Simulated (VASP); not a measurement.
# AlN (F-43m) in VASP: notebook

AlN is run at these levels: LDA; tasks: single point.

Program: VASP 6.6.1. These are calculated values, not measurements. Logs are shortened: lines on timing, memory, paths and dates and some standing lists are left out, and cuts for length are marked.

## 1. The cell of the first run

Symmetry: F-43m, No. 216, cubic system. The conventional cell has a = 4.329 Å, b = 4.329 Å, c = 4.329 Å, α = 90.00°, β = 90.00°, γ = 90.00°. Al (site symmetry -43m) has 4 N at 1.87 Å within 2.5 Å. Within 2.5 Å of N (site symmetry -43m) lie 4 Al at 1.87 Å.

## 2. Single point, LDA

Input file INCAR:

```
SYSTEM = AlN
PREC = Accurate
ENCUT = 520
EDIFF = 1E-6
ISMEAR = 0
SIGMA = 0.01
LREAL = .False.
LASPH = .True.
NELM = 80
ALGO = Normal
ISIF = 2
LWAVE = .False.
LCHARG = .False.
NBANDS = 11
```

Input file KPOINTS:

```
regular mesh
0
Gamma
  8 8 8
  0 0 0
```

Input file POSCAR:

```
AlN
1.0
    0.0000000000      2.1645440947      2.1645440947
    2.1645440947      0.0000000000      2.1645440947
    2.1645440947      2.1645440947      0.0000000000
Al N
1 1
Direct
    0.0000000000      0.0000000000      0.0000000000
    0.2500000000      0.2500000000      0.2500000000
```

Potentials or basis: VASP PAW LDA potentials, release 64 (Al, N).

Started as:

```bash
$ cat potpaw_LDA.64/Al/POTCAR potpaw_LDA.64/N/POTCAR > POTCAR
$ mpirun -np 1 vasp_std > vasp.out
```

OUTCAR:

```text
SYSTEM = AlN
   PREC = Accurate
   ENCUT = 520
   EDIFF = 1E-6
   ISMEAR = 0
   LREAL = .False.
   LASPH = .True.
   NELM = 80
   ISIF = 2

 ion  position               nearest neighbor table
   1  0.000  0.000  0.000-   2 1.87   2 1.87   2 1.87   2 1.87
   2  0.250  0.250  0.250-   1 1.87   1 1.87   1 1.87   1 1.87

  LATTYP: Found a face centered cubic cell.
 ALAT       =     4.3290881894

  Lattice vectors:

 A1 = (   0.0000000000,   2.1645440947,   2.1645440947)
 A2 = (   2.1645440947,   0.0000000000,   2.1645440947)
 A3 = (   2.1645440947,   2.1645440947,   0.0000000000)

Analysis of symmetry for initial positions (statically):
=====================================================================
 Subroutine PRICEL returns:
 Original cell was already a primitive cell.

 Routine SETGRP: Setting up the symmetry group for a
 face centered cubic supercell.

 Subroutine GETGRP returns: Found 24 space group operations
 (whereof 24 operations were pure point group operations)
 out of a pool of 48 trial point group operations.

The static configuration has the point symmetry T_d .

Analysis of symmetry for dynamics (positions and initial velocities):
=====================================================================
 Subroutine PRICEL returns:
 Original cell was already a primitive cell.

 Routine SETGRP: Setting up the symmetry group for a
 face centered cubic supercell.

 Subroutine GETGRP returns: Found 24 space group operations
 (whereof 24 operations were pure point group operations)
 out of a pool of 48 trial point group operations.

The dynamic configuration has the point symmetry T_d .

 Subroutine INISYM returns: Found 24 space group operations
 (whereof 24 operations are pure point group operations),
 and found     1 'primitive' translations

----------------------------------------------------------------------------------------

                                     Primitive cell

  volume of cell :      20.2829

  direct lattice vectors                    reciprocal lattice vectors
     0.000000000  2.164544095  2.164544095    -0.230995525  0.230995525  0.230995525
     2.164544095  0.000000000  2.164544095     0.230995525 -0.230995525  0.230995525
     2.164544095  2.164544095  0.000000000     0.230995525  0.230995525 -0.230995525

  length of vectors
     3.061127615  3.061127615  3.061127615     0.400095986  0.400095986  0.400095986

  position of ions in fractional coordinates (direct lattice)
     0.000000000  0.000000000  0.000000000
     0.250000000  0.250000000  0.250000000

  ion indices of the primitive-cell ions
   primitive index   ion index
                 1           1
                 2           2

----------------------------------------------------------------------------------------

 KPOINTS: regular mesh

Automatic generation of k-mesh.
 Grid dimensions read from file:
 generate k-points for:    8    8    8

 Generating k-lattice:

  Cartesian coordinates                     Fractional coordinates (reciprocal lattice)
    -0.028874441  0.028874441  0.028874441     0.125000000  0.000000000  0.000000000
     0.028874441 -0.028874441  0.028874441     0.000000000  0.125000000  0.000000000
     0.028874441  0.028874441 -0.028874441     0.000000000  0.000000000  0.125000000

  Length of vectors
     0.050011998  0.050011998  0.050011998

  Shift w.r.t. Gamma in fractional coordinates (k-lattice)
     0.000000000  0.000000000  0.000000000

 Subroutine IBZKPT returns following result:
 ===========================================

 Found     29 irreducible k-points:

 Following reciprocal coordinates:
            Coordinates               Weight
  0.000000  0.000000  0.000000      1.000000
  0.125000  0.000000  0.000000      8.000000
  0.250000  0.000000  0.000000      8.000000
  0.375000  0.000000  0.000000      8.000000
  0.500000  0.000000  0.000000      4.000000
  0.125000  0.125000  0.000000      6.000000
[... 16 lines left out ...]
  0.500000  0.250000  0.125000     48.000000
 -0.375000  0.250000  0.125000     24.000000
 [... further k-points ...]
   k-points           NKPTS =     29   k-points in BZ     NKDIM =     29   number of bands    NBANDS=     11
   number of dos      NEDOS =    301   number of ions     NIONS =      2
   total plane-waves  NPLWV =  13824
   dimension x,y,z NGX =    24 NGY =   24 NGZ =   24
   dimension x,y,z NGXF=    48 NGYF=   48 NGZF=   48
   ions per type =               1   1
   NGX,Y,Z   is equivalent  to a cutoff of  13.03, 13.03, 13.03 a.u.
   NGXF,Y,Z  is equivalent  to a cutoff of  26.07, 26.07, 26.07 a.u.
 SYSTEM =  AlN
   PREC   = accura    normal or accurate (medium, high low for compatibility)
   ISTART =      0    job   : 0-new  1-cont  2-samecut
   ICHARG =      2    charge: 1-file 2-atom 10-const
   ISPIN  =      1    spin polarized calculation?
   LNONCOLLINEAR =      F non collinear calculations
   LSORBIT =      F    spin-orbit coupling
   LASPH  =      T    aspherical Exc in radial PAW
   ENCUT  =  520.0 eV  38.22 Ry    6.18 a.u.   5.69  5.69  5.69*2*pi/ulx,y,z
   NELM   =     80;   NELMIN=  2; NELMDL= -5     # of ELM steps
   EDIFF  = 0.1E-05   stopping-criterion for ELM
   LREAL  =      F    real-space projection
   EDIFFG = 0.1E-04   stopping-criterion for IOM
   NSW    =      0    number of steps for IOM
   IBRION =     -1    ionic relax: 0-MD 1-quasi-New 2-CG
   NFREE  =      0    steps in history (QN), initial steepest desc. (CG)
   ISIF   =      2    stress and relaxation
   ISYM   =      2    0-nonsym 1-usesym 2-fastsym
   POTIM  = 0.5000    time-step for ionic-motion
   TEBEG  =    0.0;   TEEND  =   0.0 temperature during run
   PSTRESS=    0.0 pullay stress
   NELECT =       8.0000    total number of electrons
   NUPDOWN=      -1.0000    fix difference up-down
   EMIN   =  10.00;   EMAX   =-10.00  energy-range for DOS
   EFERMI =   0.00;   METHOD = LEGACY
   ISMEAR =     0;   SIGMA  =   0.01  broadening in eV -4-tet -1-fermi 0-gaus
   EFERMI_NEDOS =   21; number of points for ismear=-14 and -15
   IALGO  =     38    algorithm
   IMIX   =      4    mixing-type and parameters
     AMIX     =   0.40;   BMIX     =  1.00
     AMIX_MAG =   1.60;   BMIX_MAG =  1.00
  volume/ion in A,a.u.               =      10.14        68.44
  Fermi-wavevector in a.u.,A,eV,Ry     =   1.200591  2.268788 19.611690  1.441419
  Thomas-Fermi vector in A             =   2.336423
   LORBIT       =      0    0 simple, 1 ext, 2 COOP (PROOUT), +10 PAW based schemes
   GGA     = CA    functional components
   LHFCALC =     F    Hartree Fock is set to
   AEXX    =    0.0000 exact exchange contribution
   IVDW    =     0    specifies the selected vdW correction
   LEPSILON=     F    determine dielectric tensor
   LRPA    =     F    only Hartree local field effects (RPA)
 non-spin polarized calculation
 Gauss-broadening in eV      SIGMA  =   0.01
  energy-cutoff  :      520.00
  volume of cell :       20.28
 maximum number of plane-waves:       568
   NGX = 11   NGY = 11   NGZ = 11

 number of electron       8.0000000 magnetization

 Free energy of the ion-electron system (eV)
  ---------------------------------------------------
  ext. energy  EPLUGINS =         0.00000000
  ---------------------------------------------------
  free energy    TOTEN  =       -16.37333333 eV

  energy without entropy =      -16.37333333  energy(sigma->0) =      -16.37333333

 E-fermi :   6.1277     XC(G=0): -11.3837

 val. band max:        5.9650897256   @ k =   0.0000   0.0000   0.0000
 cond. band min:       9.1992795197   @ k =   0.5000   0.5000   0.0000
 fundamental gap:      3.2341897941
 Fermi energy:         6.1276565020

 k-point     1 :       0.0000    0.0000    0.0000
  band No.  band energies     occupation
      1      -9.0164      2.00000
      2       5.9651      2.00000
      3       5.9651      2.00000
      4       5.9651      2.00000
      5      10.4410      0.00000
      6      18.5634      0.00000
      7      18.5634      0.00000
      8      18.5634      0.00000
      9      23.7015      0.00000
     10      23.7015      0.00000
     11      25.1389      0.00000

 k-point     2 :       0.1250    0.0000    0.0000
  band No.  band energies     occupation
      1      -8.7770      2.00000
      2       4.7875      2.00000
      3       5.8850      2.00000
      4       5.8850      2.00000
      5      11.3499      0.00000
      6      17.9994      0.00000
      7      18.7381      0.00000
      8      18.7381      0.00000
      9      22.1418      0.00000
     10      22.1418      0.00000
     11      24.0743      0.00000

 k-point     3 :       0.2500    0.0000    0.0000
  band No.  band energies     occupation
      1      -8.1157      2.00000
      2       2.6611      2.00000
      3       5.7050      2.00000
      4       5.7050      2.00000
      5      12.6220      0.00000
      6      17.0023      0.00000
      7      18.3075      0.00000
      8      18.3075      0.00000
      9      22.2841      0.00000
     10      22.2841      0.00000
     11      23.2939      0.00000

 k-point     4 :       0.3750    0.0000    0.0000
  band No.  band energies     occupation
      1      -7.2662      2.00000
      2       0.7641      2.00000
      3       5.5410      2.00000
      4       5.5410      2.00000
      5      13.2975      0.00000
      6      16.2246      0.00000
      7      17.4407      0.00000
      8      17.4407      0.00000
      9      23.6081      0.00000
     10      24.3450      0.00000
     11      24.3450      0.00000

 k-point     5 :       0.5000    0.0000    0.0000
  band No.  band energies     occupation
      1      -6.8142      2.00000
      2      -0.0589      2.00000
      3       5.4772      2.00000
      4       5.4772      2.00000
      5      13.4780      0.00000
      6      15.9137      0.00000
      7      17.0948      0.00000
      8      17.0948      0.00000
      9      24.0619      0.00000
     10      26.1327      0.00000
     11      26.1327      0.00000
[... 211 lines left out ...]
 k-point    21 :       0.5000    0.5000    0.0000
  band No.  band energies     occupation
      1      -6.1274      2.00000
      2       0.9267      2.00000
      3       4.1437      2.00000
      4       4.1437      2.00000
      5       9.1993      0.00000
      6      14.5362      0.00000
      7      20.0820      0.00000
      8      21.7855      0.00000
      9      21.7855      0.00000
     10      29.9970      0.00000
     11      29.9985      0.00000

 k-point    22 :       0.3750    0.2500    0.1250
  band No.  band energies     occupation
      1      -7.5807      2.00000
      2       2.3575      2.00000
      3       4.4425      2.00000
      4       5.3498      2.00000
      5      12.8624      0.00000
      6      16.5737      0.00000
      7      16.8569      0.00000
      8      19.2887      0.00000
      9      20.6698      0.00000
     10      25.1610      0.00000
     11      27.7442      0.00000

 k-point    23 :       0.5000    0.2500    0.1250
  band No.  band energies     occupation
      1      -6.8431      2.00000
      2       1.2363      2.00000
      3       3.8388      2.00000
      4       5.0098      2.00000
      5      13.0179      0.00000
      6      15.6973      0.00000
      7      17.5878      0.00000
      8      18.8894      0.00000
      9      22.0728      0.00000
     10      25.7036      0.00000
     11      27.9049      0.00000

 k-point    24 :      -0.3750    0.2500    0.1250
  band No.  band energies     occupation
      1      -6.4695      2.00000
      2       0.6748      2.00000
      3       3.6858      2.00000
      4       4.8158      2.00000
      5      13.0445      0.00000
      6      15.3250      0.00000
      7      18.2176      0.00000
      8      18.7059      0.00000
      9      23.2389      0.00000
     10      24.8173      0.00000
     11      28.1607      0.00000

 [... further k-points ...]

------------------------ aborting loop because EDIFF is reached ----------------------------------------

  FORCE on cell =-STRESS in cart. coord.  units (eV):
  Direction    XX          YY          ZZ          XY          YZ          ZX
  --------------------------------------------------------------------------------------
  -------------------------------------------------------------------------------------
  Total        0.3313199      0.3313199      0.3313199      0.0000000     -0.0000000      0.0000000
  in kB       26.1715137     26.1715137     26.1715137      0.0000000     -0.0000000      0.0000000
  external PRESSURE =      26.1715137 kB  Pullay stress =       0.0000000 kB

 VOLUME and BASIS-vectors are now :
 -----------------------------------------------------------------------------
  energy-cutoff  :      520.00
  volume of cell :       20.28
      direct lattice vectors                 reciprocal lattice vectors
     0.000000000  2.164544095  2.164544095    -0.230995525  0.230995525  0.230995525
     2.164544095  0.000000000  2.164544095     0.230995525 -0.230995525  0.230995525
     2.164544095  2.164544095  0.000000000     0.230995525  0.230995525 -0.230995525

 POSITION                                       TOTAL-FORCE (eV/Angst)
 -----------------------------------------------------------------------------------
      0.00000      0.00000      0.00000        -0.000000     -0.000000      0.000000
      1.08227      1.08227      1.08227         0.000000      0.000000     -0.000000
 -----------------------------------------------------------------------------------
    total drift:                               -0.000000     -0.000000     -0.000000

  FREE ENERGIE OF THE ION-ELECTRON SYSTEM (eV)
  ---------------------------------------------------
  free  energy   TOTEN  =       -16.3733333275 eV

  energy  without entropy=      -16.3733333275  energy(sigma->0) =      -16.37333333
```

Run time: 5.9 s. Hardware: 1 thread of Intel Xeon 8259CL, shared host; peak memory 0.12 GiB.

Results:

- Free energy: -16.3733 eV
- Pressure: 2.6 GPa
- Band gap on the k mesh: 3.23 eV (least direct gap 4.48 eV)

Levels at points of the mesh, in eV from the valence-band top:
```
           k point  band 2  band 3  band 4  band 5  band 6  band 7
(0.00, 0.00, 0.00)    0.00    0.00    0.00    4.48   12.60   12.60
(0.50, 0.00, 0.00)   -6.02   -0.49   -0.49    7.51    9.95   11.13
(0.50, 0.50, 0.00)   -5.04   -1.82   -1.82    3.23    8.57   14.12
```

A k mesh can miss the band edges.

## 3. Single point, LDA

Input file INCAR:

```
SYSTEM = AlN
ALGO = Normal
EDIFF = 1E-6
ENCUT = 520
GGA = CA
ISIF = 2
ISMEAR = 1
LASPH = .TRUE.
LCHARG = .FALSE.
LREAL = .FALSE.
LWAVE = .FALSE.
NBANDS = 11
NELM = 80
PREC = Accurate
SIGMA = 0.15
```

Input file KPOINTS:

```
k-points
0
G
  8 8 8
  0 0 0
```

Input file POSCAR:

```
AlN
1.0
    0.0000000000      2.1645437651      2.1645437651
    2.1645437651      0.0000000000      2.1645437651
    2.1645437651      2.1645437651      0.0000000000
Al N
1 1
Direct
    0.0000000000      0.0000000000      0.0000000000
    0.2500000000      0.2500000000      0.2500000000
```

Potentials or basis: VASP PAW LDA potentials, release 64 (Al, N).

Started as:

```bash
$ cat potpaw_LDA.64/Al/POTCAR potpaw_LDA.64/N/POTCAR > POTCAR
$ mpirun -np 1 vasp_std > vasp.out
```

It took 6 s on 1 thread of Intel Xeon 8259CL, shared host; peak memory 0.12 GiB.

It converged, with:

* Free energy: -16.3728 eV
* Pressure: 2.6 GPa
* Band gap on the k mesh: 3.23 eV (least direct gap 4.48 eV)

Levels at points of the mesh, in eV from the valence-band top:
```csv
k point,band 1,band 2,band 3,band 4,band 5,band 6,band 7,band 8
"(0.00, 0.00, 0.00)",-14.98,0.00,0.00,0.00,4.48,12.60,12.60,12.60
"(0.50, 0.00, 0.00)",-12.78,-6.02,-0.49,-0.49,7.51,9.95,11.13,11.13
"(0.50, 0.50, 0.00)",-12.09,-5.04,-1.82,-1.82,3.23,8.57,14.12,15.82
```
